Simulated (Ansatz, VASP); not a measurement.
**One calculation of HfB2, two programs**

```
Hf B
1.0
     3.14000    0.03925    0.00000
    -1.53601    2.69970    0.00000
     0.00000    0.00000    3.48000
Hf B
1 2
Cartesian
  0.0000 0.0000 0.0000
  0.0227 1.8129 1.7400
  1.5813 0.9261 1.7400
```

Alike in both runs: task single point; functional PBE; k mesh 13 × 13 × 10; no spin polarisation.

|  | VASP | Ansatz |
| --- | --- | --- |
| version | VASP 6.6.1 | Ansatz 0.2.0 |
| potentials or method | VASP PAW PBE potentials, release 64 (Hf_pv, B), cutoff 520 eV | plane waves, PAW |
| occupations | gaussian, width 0.1 eV | gaussian |
| valence electrons in the cell | 16 | 32 |

VASP gave:

* pressure (GPa): 1.1
* traceless stress, the component that is largest in VASP (GPa): -6.78

**Question.** Estimate Ansatz's values.

**Answer.** Pressure (GPa): 1.5; traceless stress, the component that is largest in VASP (GPa): -6.74.

VASP's potentials hold 16 valence electrons a cell and Ansatz's 32, so a difference there can come from the potentials and not from the codes.

Spin-orbit coupling is off throughout.
